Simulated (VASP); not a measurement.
## Gd: single point with LDA

The system is Gd.

```
CELL_PARAMETERS angstrom
3.48415 0.00000 0.00000
-1.74208 3.01737 0.00000
0.00000 0.00000 5.58672
ATOMIC_POSITIONS crystal
Gd 0.33333 0.66667 0.25000
Gd 0.66667 0.33333 0.75000
```

* Program: VASP 6.6.1
* Task: single point
* Functional: LDA
* Potentials or basis: VASP PAW PBE potentials, release 64 (Gd)
* Cutoff: 520 eV
* k mesh: 2 × 2 × 1
* Occupations: fermi-dirac, width 0.05 eV
* Spin: collinear spin, ferromagnetic start
* Starting moments: [7.214, 7.214] μB

- Pressure: -12.7 GPa
- Net moment: 13.72 μB per cell
- Site moments: Gd +6.68 μB
- Valence electrons inside the program's atomic spheres: Gd 15.29

Stress tensor (GPa, compression positive):
```
-15.01   0.00   0.00
  0.00 -15.01   0.00
  0.00   0.00  -7.97
```

Levels at points of the mesh, in eV from the Fermi level:
Spin up:
| k point | band 20 | band 21 | band 22 | band 23 | band 24 | band 25 | band 26 | band 27 | band 28 | band 29 |
| --- | --- | --- | --- | --- | --- | --- | --- | --- | --- | --- |
| (0.00, 0.00, 0.00) | -4.32 | -4.32 | -4.27 | -4.26 | -2.82 | 1.20 | 1.20 | 1.24 | 1.32 | 1.94 |
| (0.50, 0.00, 0.00) | -4.31 | -4.30 | -4.28 | -2.35 | -2.25 | -1.87 | 0.09 | 0.77 | 1.01 | 1.72 |
Spin down:
```
           k point  band 6  band 7  band 8  band 9  band 10  band 11  band 12  band 13  band 14  band 15
(0.00, 0.00, 0.00)  -19.94  -19.84  -19.84   -5.01    -2.38     0.03     0.07     0.17     0.25     0.25
(0.50, 0.00, 0.00)  -20.30  -20.27  -19.98   -1.88    -1.81    -1.46     0.07     0.12     0.23     0.28
```

Run time: 16 s on 1 thread of Intel(R) Xeon(R) 6975P-C (Granite Rapids), with other jobs on the host, peak memory 0.17 GiB.

Caveat: the k points lie up to 1.12 Å⁻¹ apart, too coarse for converged energies, forces and pressures; the PAW data sets were made with another functional, which shifts forces and pressure a little; spin-orbit coupling is left out, which moves the levels of the heavy elements; semilocal functionals describe open f shells poorly, which spoils levels, moments and volumes. The state reached can hang on the start; a lower one may exist.
